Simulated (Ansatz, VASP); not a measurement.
HfO2 in VASP and in Ansatz

The input INCAR:

```
SYSTEM = HfO2
  PREC = Accurate
  ENCUT = 520
  EDIFF = 1E-6
  ISMEAR = 0
  SIGMA = 0.05
  LREAL = .FALSE.
  LASPH = .TRUE.
  NELM = 100
  ALGO = Normal
  ISIF = 2
  LWAVE = .FALSE.
  LCHARG = .FALSE.
  GGA = PS
  NBANDS = 31
```

Contents of KPOINTS:

```
regular mesh
0
G
  6 6 6
  0 0 0
```

File POSCAR:

```
HfO2
1.0
    0.0000000000     -2.5220673945     -2.5220673945
    0.0000000000      2.5220673945     -2.5220673945
    5.0441347890      0.0000000000      0.0000000000
Hf O
2 4
Direct
    0.0047976513     -0.0047976513      0.0000000000
    0.4952023487      0.5047976513      0.5000000000
   -0.0001908559      0.4998091441      0.7019441866
    0.5001908559      0.0001908559      0.2980558134
   -0.0001908559      0.4998091441      0.2019441866
    0.5001908559      0.0001908559      0.7980558134
```

Input for Ansatz:

```yaml
crystal:
  lattice:
    - [0.0, -2.5220673945, -2.5220673945]
    - [0.0, 2.5220673945, -2.5220673945]
    - [5.044134789, 0.0, 0.0]
  atoms:
    - { symbol: Hf, position: [0.0047976513, -0.0047976513, 0.0] }
    - { symbol: Hf, position: [0.4952023487, 0.5047976513, 0.5] }
    - { symbol: O, position: [-0.0001908559, 0.4998091441, 0.7019441866] }
    - { symbol: O, position: [0.5001908559, 0.0001908559, 0.2980558134] }
    - { symbol: O, position: [-0.0001908559, 0.4998091441, 0.2019441866] }
    - { symbol: O, position: [0.5001908559, 0.0001908559, 0.7980558134] }
basis:
  ecutwfc: 520.0
kpoints:
  mp_grid: { grid: [6, 6, 6] }
hamiltonian:
  xc: pbesol
  pseudopotentials: { kind: paw, azcp: { folder: soft_1 } }
scf:
  occupations: { method: gaussian, width: 0.05 }
output:
  forces: true
  stress: true
  eigenvalues: true
  write_density: true
  write_potential: true
  elf: true
  volumetric_format: npy
```

Change from the starting cell: mode 1 frozen in at -0.242 Å and mode 5 at -0.024 Å (largest displacements).

Alike in both runs: task single point; functional PBEsol; k mesh 6 × 6 × 6; occupations gaussian, width 0.05 eV; no spin polarisation.

|  | VASP | Ansatz |
| --- | --- | --- |
| version | VASP 6.6.1 | Ansatz 0.2.0 |
| potentials or method | VASP PAW PBE potentials, release 64 (Hf_pv, O), cutoff 520 eV | scalar-relativistic, plane waves, PAW |
| valence electrons in the cell | 44 | 76 |

Ansatz gave:

```
gap on the k mesh at the Fermi level (eV)                     : 4.41
least direct gap on the mesh (eV)                             : 4.48
pressure (GPa)                                                : 5.7
traceless stress, the component that is largest in VASP (GPa) : 5.20
rms of the force components (eV/Å)                            : 0.134
```

Question: What did VASP give for the same quantities?

Answer: gap on the k mesh at the Fermi level (eV): 4.39; least direct gap on the mesh (eV): 4.46; pressure (GPa): 2.2; traceless stress, the component that is largest in VASP (GPa): 5.35; rms of the force components (eV/Å): 0.129.

VASP's potentials were made for PBE, not for PBEsol, and Ansatz warns of the same on its side. Atom by atom the forces differ by 0.012 eV/Å (rms over components). VASP's potentials hold 44 valence electrons a cell and Ansatz's 76, so a difference there can come from the potentials and not from the codes.

Spin-orbit coupling is off throughout.
